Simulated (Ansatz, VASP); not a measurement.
# ZrSi7 in VASP and in Ansatz

```xyz
8
Lattice="3.8418 2.2181 2.5360 -3.8418 2.2181 2.5360 0.0000 -4.4361 2.5360" Properties=species:S:1:pos:R:3 pbc="T T T"
Zr    0.0000    0.0000    5.4411
Si   -2.5548    0.0270    4.0177
Si    1.2540   -2.2260    4.0177
Si    1.3008    2.1990    4.0177
Si   -1.3008    2.1990    4.0177
Si    2.5548    0.0270    4.0177
Si   -1.2540   -2.2260    4.0177
Si    0.0000    0.0000    0.6023
```

Alike in both runs: task single point; functional PBE; k mesh 6 × 6 × 6; occupations gaussian, width 0.2 eV; no spin polarisation.

```csv
,VASP,Ansatz
version,VASP 6.6.1,Ansatz 0.2.0
potentials or method,"VASP PAW PBE potentials, release 64 (Zr_sv, Si), cutoff 520 eV","scalar-relativistic, plane waves, PAW"
valence electrons in the cell,40,40
```

VASP gave:

| Property | Result |
| --- | --- |
| gap on the k mesh at the Fermi level (eV) | none |
| pressure (GPa) | -0.1 |
| traceless stress, the component that is largest in VASP (GPa) | -0.12 |
| rms of the force components (eV/Å) | 0.013 |

Question: Estimate Ansatz's values.

Answer: gap on the k mesh at the Fermi level (eV): none; pressure (GPa): 0.0; traceless stress, the component that is largest in VASP (GPa): -0.13; rms of the force components (eV/Å): 0.014.

Atom by atom the forces differ by 0.003 eV/Å (rms over components). A gap of «none» marks a metal or a gap that the smearing closes.
